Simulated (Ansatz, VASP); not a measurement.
**One calculation of V, two programs**

INCAR

```
PREC = Accurate
ENCUT = 500
EDIFF = 1E-6
ISMEAR = -1
SIGMA = 0.1
LREAL = F
LASPH = T
NELM = 120
ALGO = Normal
ISIF = 2
LWAVE = F
LCHARG = T
GGA = PS
LELF = T
LVHAR = T
NBANDS = 12
GGA_COMPAT = F
```

The input KPOINTS:

```
Automatic mesh
0
Gamma
  17 17 17
```

The input POSCAR:

```
V
1.0
    2.2212973472      0.0000000000      0.0000000000
    0.0000000000      2.2212973472      0.0000000000
    0.0000000000      0.0000000000      2.2212973472
V
1
Direct
    0.0000000000      0.0000000000      0.0000000000
```

Input for Ansatz:

```yaml
crystal:
  lattice:
    - [2.2212973472, 0.0, 0.0]
    - [0.0, 2.2212973472, 0.0]
    - [0.0, 0.0, 2.2212973472]
  atoms:
    - { symbol: V, position: [0.0, 0.0, 0.0] }
kpoints:
  mp_grid: { grid: [17, 17, 17] }
scf:
  occupations: { method: fermi_dirac, width: 0.1 }
hamiltonian:
  xc: pbesol
  pseudopotentials: { kind: all_electron, lapw: { basis_error: 0.001 } }
output:
  forces: true
  stress: true
  eigenvalues: true
  populations: true
```

Change from the starting cell: volume scaled by 0.78, LAPW.

Alike in both runs: task single point; functional PBEsol; k mesh 17 × 17 × 17; occupations fermi-dirac, width 0.1 eV; no spin polarisation.

```csv
,VASP,Ansatz
version,VASP 6.6.1,Ansatz 0.2.0
potentials or method,"VASP PAW PBE potentials, release 64 (V_sv), cutoff 500 eV","all-electron LAPW, scalar-relativistic"
```

Ansatz gave:

| Item | Value |
| --- | --- |
| pressure (GPa) | 60.2 |

Problem. What did VASP give for the same quantities?

Solution. Pressure (GPa): 61.9.

VASP's potentials were made for PBE, not for PBEsol. Both programs put the cell under a high pressure, so it lies far from rest at this level. Ansatz ran all-electron here, and VASP with PAW potentials.

Noted on VASP's run: the cell as given lies far from equilibrium.
